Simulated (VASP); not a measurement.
# Be24NO in VASP: a series of runs

The runs below take Be24NO through single point, with PBE.

Program: VASP 6.6.1. These are calculated values, not measurements. Logs are shortened: lines on timing, memory, paths and dates and some standing lists are left out, and cuts for length are marked.

### Step 1. The cell of the first run

The cell holds a slab with vacuum, 26 atoms: a = 4.525 Å, b = 7.134 Å, c = 22.369 Å, α = 90.00°, β = 90.00°, γ = 90.00°.

### Step 2. Single point, PBE, collinear spin, ferromagnetic start

The input, INCAR:

```
SYSTEM = Be24NO
  PREC = Accurate
  ENCUT = 520
  EDIFF = 1E-6
  ISMEAR = 0
  SIGMA = 0.1
  LREAL = .FALSE.
  LASPH = .TRUE.
  NELM = 200
  ALGO = Normal
  ISIF = 2
  LWAVE = .FALSE.
  LCHARG = .FALSE.
  ISPIN = 2
  MAGMOM = 0 0 0 0 0 0 0 0 0 0 0 0 0 0 0 0 0 0 0 0 0 0 0 0 1 0
  LORBIT = 11
  LDIPOL = .TRUE.
  IDIPOL = 3
  DIPOL = 0.5 0.5 0.292
  GGA = PE
  NBANDS = 52
  GGA_COMPAT = .FALSE.
  NELMDL = -8
  KPAR = 4
```

The input, KPOINTS:

```
Automatic mesh
0
G
  6 4 1
  0 0 0
```

The input, POSCAR:

```
Be24NO
1.0
    4.5254381411      0.0000000000      0.0000000000
    0.0000000000      7.1336190820      0.0000000000
    0.0000000000      0.0000000000     22.3685529248
Be N O
24 1 1
Direct
    0.0000000000      0.3750000000      0.1788224752
    0.0000000000      0.8750000000      0.1788224752
    0.5000000000      0.3750000000      0.1788224752
    0.5000000000      0.8750000000      0.1788224752
    0.2500000000      0.1250000000      0.2080237711
    0.2500000000      0.6250000000      0.2080237711
    0.7500000000      0.1250000000      0.2080237711
    0.7500000000      0.6250000000      0.2080237711
    0.2500000000      0.3750000000      0.2664263628
    0.2500000000      0.8750000000      0.2664263628
    0.7500000000      0.3750000000      0.2664263628
    0.7500000000      0.8750000000      0.2664263628
    0.0000000000      0.1250000000      0.2903069137
    0.0000000000      0.6250000000      0.2903069137
    0.5000000000      0.1250000000      0.2903069137
    0.5000000000      0.6250000000      0.2903069137
    0.0000000000      0.3750000000      0.3546814205
    0.0000000000      0.8750000000      0.3546814205
    0.5000000000      0.3750000000      0.3546814205
    0.5000000000      0.8750000000      0.3546814205
    0.2500000000      0.1250000000      0.3741213369
    0.2500000000      0.6250000000      0.3741213369
    0.7500000000      0.1250000000      0.3741213369
    0.7500000000      0.6250000000      0.3741213369
    0.7500000000      0.4583333333      0.4447562146
    0.8896786100      0.5980119434      0.4447562146
```

Potentials or basis: VASP PAW PBE potentials, release 64 (Be, N, O).

Command:

```sh
$ cat potpaw_PBE.64/Be/POTCAR potpaw_PBE.64/N/POTCAR potpaw_PBE.64/O/POTCAR > POTCAR
$ mpirun -np 4 vasp_std > vasp.out
```

OUTCAR:

```text
SYSTEM = Be24NO
   PREC = Accurate
   ENCUT = 520
   EDIFF = 1E-6
   ISMEAR = 0
   LREAL = .FALSE.
   LASPH = .TRUE.
   NELM = 200
   ISIF = 2
   ISPIN = 2
   LORBIT = 11
   GGA = PE
   NELMDL = -8

 ion  position               nearest neighbor table
   1  0.000  0.375  0.179-   5 2.21   6 2.21   7 2.21   8 2.21   9 2.26  11 2.26   3 2.26   3 2.26

   2  0.000  0.875  0.179-   5 2.21   6 2.21   7 2.21   8 2.21  10 2.26  12 2.26   4 2.26   4 2.26

   3  0.500  0.375  0.179-   5 2.21   6 2.21   7 2.21   8 2.21   9 2.26  11 2.26   1 2.26   1 2.26
[... 39 lines left out ...]
  23  0.750  0.125  0.374-  17 2.16  18 2.16  19 2.16  20 2.16  13 2.19  15 2.19  21 2.26  21 2.26

  24  0.750  0.625  0.374-  26 1.71  25 1.98  19 2.16  20 2.16  17 2.16  18 2.16  14 2.19  16 2.19
                            22 2.26  22 2.26
  25  0.750  0.458  0.445-  26 1.18  24 1.98
  26  0.890  0.598  0.445-  25 1.18  24 1.71

  LATTYP: Found a simple orthorhombic cell.
 ALAT       =     4.5254381411
 B/A-ratio  =     1.5763377732
 C/A-ratio  =     4.9428480132

  Lattice vectors:

 A1 = (   4.5254381411,   0.0000000000,   0.0000000000)
 A2 = (   0.0000000000,   7.1336190820,   0.0000000000)
 A3 = (   0.0000000000,   0.0000000000,  22.3685529248)

Analysis of symmetry for initial positions (statically):
=====================================================================
 Subroutine PRICEL returns:
 Original cell was already a primitive cell.

 Routine SETGRP: Setting up the symmetry group for a
 simple orthorhombic supercell.

 Subroutine GETGRP returns: Found  1 space group operations
 (whereof  1 operations were pure point group operations)
 out of a pool of  8 trial point group operations.

The static configuration has the point symmetry C_1 .

Analysis of symmetry for dynamics (positions and initial velocities):
=====================================================================
 Subroutine PRICEL returns:
 Original cell was already a primitive cell.

 Routine SETGRP: Setting up the symmetry group for a
 simple orthorhombic supercell.

 Subroutine GETGRP returns: Found  1 space group operations
 (whereof  1 operations were pure point group operations)
 out of a pool of  8 trial point group operations.

The dynamic configuration has the point symmetry C_1 .

Analysis of structural, dynamic, and magnetic symmetry:
=====================================================================
 Subroutine PRICEL returns:
 Original cell was already a primitive cell.

 Routine SETGRP: Setting up the symmetry group for a
 simple orthorhombic supercell.

 Subroutine GETGRP returns: Found  1 space group operations
 (whereof  1 operations were pure point group operations)
 out of a pool of  8 trial point group operations.

The overall configuration has the point symmetry C_1 .

 Subroutine INISYM returns: Found  1 space group operations
 (whereof  1 operations are pure point group operations),
 and found     1 'primitive' translations

----------------------------------------------------------------------------------------

                                     Primitive cell

  volume of cell :     722.1184

  direct lattice vectors                    reciprocal lattice vectors
     4.525438141  0.000000000  0.000000000     0.220973079  0.000000000  0.000000000
     0.000000000  7.133619082  0.000000000     0.000000000  0.140181300  0.000000000
     0.000000000  0.000000000 22.368552925     0.000000000  0.000000000  0.044705619

  length of vectors
     4.525438141  7.133619082 22.368552925     0.220973079  0.140181300  0.044705619

  position of ions in fractional coordinates (direct lattice)
     0.000000000  0.375000000  0.178822475
     0.000000000  0.875000000  0.178822475
     0.500000000  0.375000000  0.178822475
     0.500000000  0.875000000  0.178822475
     0.250000000  0.125000000  0.208023771
     0.250000000  0.625000000  0.208023771
[... 18 lines left out ...]
     0.750000000  0.458333333  0.444756215
     0.889678610  0.598011943  0.444756215

  ion indices of the primitive-cell ions
   primitive index   ion index
                 1           1
                 2           2
                 3           3
                 4           4
                 5           5
                 6           6
[... 18 lines left out ...]
                25          25
                26          26

----------------------------------------------------------------------------------------
[... 37 lines left out ...]
  0.000000  0.500000  0.000000      1.000000
  0.166667  0.500000  0.000000      2.000000
  0.333333  0.500000  0.000000      2.000000
  0.500000  0.500000  0.000000      1.000000
   k-points           NKPTS =     14   k-points in BZ     NKDIM =     14   number of bands    NBANDS=     52
   number of dos      NEDOS =    301   number of ions     NIONS =     26
   total plane-waves  NPLWV = 326592
   dimension x,y,z NGX =    36 NGY =   54 NGZ =  168
   dimension x,y,z NGXF=    72 NGYF=  108 NGZF=  336
   ions per type =              24   1   1
   NGX,Y,Z   is equivalent  to a cutoff of  13.22, 12.58, 12.49 a.u.
   NGXF,Y,Z  is equivalent  to a cutoff of  26.45, 25.17, 24.97 a.u.
 SYSTEM =  Be24NO
   PREC   = accura    normal or accurate (medium, high low for compatibility)
   ISTART =      0    job   : 0-new  1-cont  2-samecut
   ICHARG =      2    charge: 1-file 2-atom 10-const
   ISPIN  =      2    spin polarized calculation?
   LNONCOLLINEAR =      F non collinear calculations
   LSORBIT =      F    spin-orbit coupling
   LASPH  =      T    aspherical Exc in radial PAW
   ENCUT  =  520.0 eV  38.22 Ry    6.18 a.u.   8.41 13.26 41.59*2*pi/ulx,y,z
   NELM   =    200;   NELMIN=  2; NELMDL= -8     # of ELM steps
   EDIFF  = 0.1E-05   stopping-criterion for ELM
   LREAL  =      F    real-space projection
   EDIFFG = 0.1E-04   stopping-criterion for IOM
   NSW    =      0    number of steps for IOM
   IBRION =     -1    ionic relax: 0-MD 1-quasi-New 2-CG
   NFREE  =      0    steps in history (QN), initial steepest desc. (CG)
   ISIF   =      2    stress and relaxation
   ISYM   =      2    0-nonsym 1-usesym 2-fastsym
   POTIM  = 0.5000    time-step for ionic-motion
   TEBEG  =    0.0;   TEEND  =   0.0 temperature during run
   PSTRESS=    0.0 pullay stress
   NELECT =      59.0000    total number of electrons
   NUPDOWN=      -1.0000    fix difference up-down
   EMIN   =  10.00;   EMAX   =-10.00  energy-range for DOS
   EFERMI =   0.00;   METHOD = LEGACY
   ISMEAR =     0;   SIGMA  =   0.10  broadening in eV -4-tet -1-fermi 0-gaus
   EFERMI_NEDOS =   21; number of points for ismear=-14 and -15
   IALGO  =     38    algorithm
   IMIX   =      4    mixing-type and parameters
     AMIX     =   0.40;   BMIX     =  1.00
     AMIX_MAG =   1.60;   BMIX_MAG =  1.00
  volume/ion in A,a.u.               =      27.77       187.43
  Fermi-wavevector in a.u.,A,eV,Ry     =   0.710378  1.342419  6.865997  0.504637
  Thomas-Fermi vector in A             =   1.797209
   LORBIT       =     11    0 simple, 1 ext, 2 COOP (PROOUT), +10 PAW based schemes
   GGA     = PE    functional components
   LHFCALC =     F    Hartree Fock is set to
   AEXX    =    0.0000 exact exchange contribution
   IVDW    =     0    specifies the selected vdW correction
   LEPSILON=     F    determine dielectric tensor
   LRPA    =     F    only Hartree local field effects (RPA)
 spin polarized calculation
 Gauss-broadening in eV      SIGMA  =   0.10
  energy-cutoff  :      520.00
  volume of cell :      722.12
 maximum number of plane-waves:     19505
 NGX is ok and might be reduce to    36
   NGX = 17   NGY = 27   NGZ = 83

 dipolmoment           0.000000      0.000000     -0.008333 electrons x Angstroem

 number of electron      59.0000009 magnetization       0.3366796

 dipolmoment           0.000000      0.000000      0.072680 electrons x Angstroem

 Free energy of the ion-electron system (eV)
  ---------------------------------------------------
  ext. energy  EPLUGINS =         0.00000000
  ---------------------------------------------------
  free energy    TOTEN  =       -95.08909803 eV

  energy without entropy =      -95.06101403  energy(sigma->0) =      -95.07505603

 E-fermi :  -1.4509     XC(G=0):  -3.8787

 val. band max:       -1.4546982412   @ k =   0.1667   0.0000   0.0000
 cond. band min:      -1.4447838412   @ k =   0.1667  -0.2500   0.0000
 fundamental gap:      0.0099144001
 Fermi energy:        -1.4508589204

 spin component 1

 k-point     1 :       0.0000    0.0000    0.0000
  band No.  band energies     occupation
      1     -28.3294      1.00000
      2     -14.2120      1.00000
      3     -11.8799      1.00000
      4     -11.0469      1.00000
      5      -9.9873      1.00000
      6      -9.6523      1.00000
[... 605 lines left out ...]
     40       2.9671      0.00000
     41       3.0402      0.00000
 Fermi energy:        -1.4508589204

 spin component 2

 k-point     1 :       0.0000    0.0000    0.0000
  band No.  band energies     occupation
      1     -28.1397      1.00000
      2     -13.9053      1.00000
      3     -11.8686      1.00000
      4     -10.9462      1.00000
      5      -9.6824      1.00000
      6      -9.6206      1.00000
[... 605 lines left out ...]
     40       2.9607      0.00000
     41       3.0439      0.00000
 [bands above 41 left out]

------------------------ aborting loop because EDIFF is reached ----------------------------------------

 vacuum level on the upper side and lower side of the slab       (xc-potential included)         0.132        -0.255

  FORCE on cell =-STRESS in cart. coord.  units (eV):
  Direction    XX          YY          ZZ          XY          YZ          ZX
  --------------------------------------------------------------------------------------
  -------------------------------------------------------------------------------------
  Total        2.3205159      1.0243883      0.9956743      2.8290303      0.6739483     -0.1282809
  in kB        5.1485708      2.2728289      2.2091207      6.2768211      1.4953014     -0.2846191
  external PRESSURE =       3.2101735 kB  Pullay stress =       0.0000000 kB

 VOLUME and BASIS-vectors are now :
 -----------------------------------------------------------------------------
  energy-cutoff  :      520.00
  volume of cell :      722.12
      direct lattice vectors                 reciprocal lattice vectors
     4.525438141  0.000000000  0.000000000     0.220973079  0.000000000  0.000000000
     0.000000000  7.133619082  0.000000000     0.000000000  0.140181300  0.000000000
     0.000000000  0.000000000 22.368552925     0.000000000  0.000000000  0.044705619

 POSITION                                       TOTAL-FORCE (eV/Angst)
 -----------------------------------------------------------------------------------
      0.00000      2.67511      4.00000         0.011538     -0.023007      0.496827
      0.00000      6.24192      4.00000         0.057381     -0.025785      0.485355
      2.26272      2.67511      4.00000        -0.021164     -0.023137      0.518491
      2.26272      6.24192      4.00000        -0.072051      0.093782      0.514500
      1.13136      0.89170      4.65319        -0.000463      0.002859     -0.735287
      1.13136      4.45851      4.65319        -0.005894     -0.018108     -0.768815
[... 18 lines left out ...]
      3.39408      3.26958      9.94855        -3.812917     -5.108732     -0.771050
      4.02619      4.26599      9.94855         3.630159      5.356682      1.287991
 -----------------------------------------------------------------------------------
    total drift:                               -0.000052     -0.000138      0.000579

  FREE ENERGIE OF THE ION-ELECTRON SYSTEM (eV)
  ---------------------------------------------------
  free  energy   TOTEN  =       -95.0890980256 eV

  energy  without entropy=      -95.0610140323  energy(sigma->0) =      -95.07505603

 vacuum level on the upper side and lower side of the slab         3.423         3.034

 total charge

# of ion       s       p       d       tot
------------------------------------------
    1        0.413   0.603   0.000   1.016
    2        0.411   0.602   0.000   1.014
    3        0.407   0.608   0.000   1.015
    4        0.412   0.605   0.000   1.016
    5        0.421   0.739   0.000   1.159
    6        0.420   0.738   0.000   1.158
[... 18 lines left out ...]
   25        1.349   2.336   0.000   3.685
   26        1.609   3.550   0.000   5.158
--------------------------------------------------
tot         13.023  23.040   0.000  36.063

 magnetization (x)

# of ion       s       p       d       tot
------------------------------------------
    1       -0.001  -0.005   0.000  -0.006
    2       -0.003  -0.001   0.000  -0.004
    3       -0.001  -0.003   0.000  -0.005
    4       -0.002  -0.001   0.000  -0.003
    5       -0.000  -0.001   0.000  -0.001
    6        0.000   0.003   0.000   0.003
[... 18 lines left out ...]
   25        0.005   0.193   0.000   0.197
   26        0.001   0.099   0.000   0.100
--------------------------------------------------
tot         -0.008   0.259   0.000   0.251
```

Run time: 21 min. Hardware: 4 MPI ranks of Intel Xeon Platinum 8259CL at 2.50GHz (Skylake/Cascade Lake), shared host; peak memory 1.4 GiB.

What came out:

| Quantity | Value |
| --- | --- |
| Free energy | -95.0891 eV |
| Largest force | 6.598 eV/Å |
| Net moment | 0.34 μB per cell |
| Site moments | Be -0.01, -0.00, +0.00 (each value once); N +0.20; O +0.10 μB |
| Valence electrons inside the program's atomic spheres | Be 1.02, 1.01, 1.16, 1.17, 1.18, 1.22, 1.21, 1.14, 1.13, 1.15, 1.08, 1.07 (each value once); N 3.69; O 5.16 |

Forces in eV/Å, atoms in the order of the input:
```
Be   0.012 -0.023  0.497
Be   0.057 -0.026  0.485
Be  -0.021 -0.023  0.518
Be  -0.072  0.094  0.514
Be   0.000  0.003 -0.735
Be  -0.006 -0.018 -0.769
Be  -0.011  0.027 -0.660
Be  -0.030 -0.059 -0.597
Be   0.089 -0.007 -0.046
Be  -0.017  0.005  0.180
Be  -0.001 -0.060  0.013
Be  -0.001  0.057  0.028
Be   0.023  0.047 -0.026
Be  -0.041 -0.095  0.491
Be  -0.002 -0.028  0.119
Be  -0.038  0.020 -0.005
Be   0.381 -0.682 -0.508
Be   0.083  0.322 -0.347
Be  -0.161  0.143  0.238
Be  -0.160  0.026 -0.064
Be  -0.104  0.010  0.056
Be   0.122  0.104 -0.296
Be   0.180 -0.219  0.056
Be  -0.099  0.136  0.340
N   -3.813 -5.109 -0.771
O    3.630  5.357  1.288
```

Caveat: the standard files for N, O and F lose accuracy on very short bonds.

### Step 3. Single point, PBE, collinear spin, ferromagnetic start

The input, INCAR:

```
SYSTEM = Be24NO
ALGO = Normal
DIPOL = 0.5 0.5 0.296
EDIFF = 1E-6
ENCUT = 520
GGA = PE
GGA_COMPAT = .FALSE.
IDIPOL = 3
ISIF = 2
ISMEAR = 0
ISPIN = 2
KPAR = 4
LASPH = .TRUE.
LCHARG = .TRUE.
LDIPOL = .TRUE.
LORBIT = 11
LREAL = .FALSE.
LVACPOTAV = .TRUE.
LVHAR = .TRUE.
LWAVE = .FALSE.
MAGMOM = 0 0 0 0 0 0 0 0 0 0 0 0 0 0 0 0 0 0 0 0 0 0 0 0 1 0
NBANDS = 52
NELM = 200
NELMDL = -8
PREC = Accurate
SIGMA = 0.1
```

The input, KPOINTS:

```
k-points
0
G
  6 4 1
  0 0 0
```

Edit POSCAR of step 2 so:

```diff
@@ -32,3 +32,3 @@
     0.7500000000      0.6250000000      0.3741213369
-    0.7500000000      0.4583333333      0.4447562146
-    0.8896786100      0.5980119434      0.4447562146
+    0.7500000000      0.4583333333      0.4827559906
+    0.8198393050      0.5281726383      0.5284411084
```

Potentials or basis: VASP PAW PBE potentials, release 64 (Be, N, O).

Command:

```sh
$ cat potpaw_PBE.64/Be/POTCAR potpaw_PBE.64/N/POTCAR potpaw_PBE.64/O/POTCAR > POTCAR
$ mpirun -np 4 vasp_std > vasp.out
```

Run time: 38 min. Hardware: 4 MPI ranks of Intel Xeon Platinum 8488C (Sapphire Rapids), shared host; peak memory 1.5 GiB.

Results (log left out):

```yaml
Free_energy: -95.4776 eV
Largest_force: 1.140 eV/Å
Net_moment: 0.00 μB per cell
Valence_electrons_inside_the_program's_atomic_spheres: Be 1.02, 1.01, 1.16, 1.17, 1.21, 1.14, 1.08, 1.07 (each value once); N 3.62; O 5.04
```

Forces on the atoms (eV/Å):
```
Be   0.006 -0.004  0.568
Be  -0.021  0.009  0.553
Be  -0.002 -0.015  0.562
Be   0.025  0.015  0.572
Be   0.009  0.021 -0.730
Be   0.002 -0.033 -0.676
Be  -0.008  0.010 -0.746
Be  -0.001 -0.017 -0.699
Be   0.012 -0.009  0.177
Be   0.016  0.012  0.133
Be  -0.021 -0.009  0.155
Be  -0.010  0.022  0.152
Be   0.005 -0.020  0.028
Be   0.005  0.003  0.069
Be   0.001 -0.026 -0.014
Be   0.019  0.005  0.053
Be   0.006 -0.062  0.027
Be  -0.002  0.038 -0.068
Be  -0.028 -0.080 -0.138
Be  -0.012  0.047 -0.053
Be   0.020  0.030  0.041
Be   0.030 -0.007  0.023
Be  -0.008  0.017  0.008
Be  -0.013 -0.080  0.365
N    0.209  0.541  0.675
O   -0.237 -0.409 -1.038
```

Levels at points of the mesh, in eV from the Fermi level:
Spin up:
```csv
k point,band 25,band 26,band 27,band 28,band 29,band 30,band 31,band 32,band 33,band 34
"(0.00, 0.00, 0.00)",-2.33,-2.23,-0.93,-0.43,-0.13,-0.08,0.08,0.44,0.75,1.08
"(0.50, 0.00, 0.00)",-1.46,-1.14,-0.96,0.07,0.20,0.82,0.85,1.43,1.44,1.48
"(0.00, 0.50, 0.00)",-2.01,-1.06,-1.05,-0.87,-0.85,-0.19,0.09,0.17,0.44,1.44
"(0.50, 0.50, 0.00)",-1.81,-0.66,-0.55,-0.47,-0.33,0.17,0.34,0.52,0.52,0.56
```
Spin down:
| k point | band 25 | band 26 | band 27 | band 28 | band 29 | band 30 | band 31 | band 32 | band 33 | band 34 |
| --- | --- | --- | --- | --- | --- | --- | --- | --- | --- | --- |
| (0.00, 0.00, 0.00) | -2.33 | -2.23 | -0.93 | -0.43 | -0.13 | -0.08 | 0.08 | 0.44 | 0.75 | 1.08 |
| (0.50, 0.00, 0.00) | -1.46 | -1.14 | -0.96 | 0.07 | 0.20 | 0.82 | 0.85 | 1.43 | 1.44 | 1.48 |
| (0.00, 0.50, 0.00) | -2.01 | -1.06 | -1.05 | -0.87 | -0.85 | -0.19 | 0.09 | 0.17 | 0.44 | 1.44 |
| (0.50, 0.50, 0.00) | -1.81 | -0.66 | -0.55 | -0.47 | -0.33 | 0.17 | 0.34 | 0.52 | 0.52 | 0.56 |

Caveat: the standard files for N, O and F lose accuracy on very short bonds.

(Part 1 of 2 ends here.)
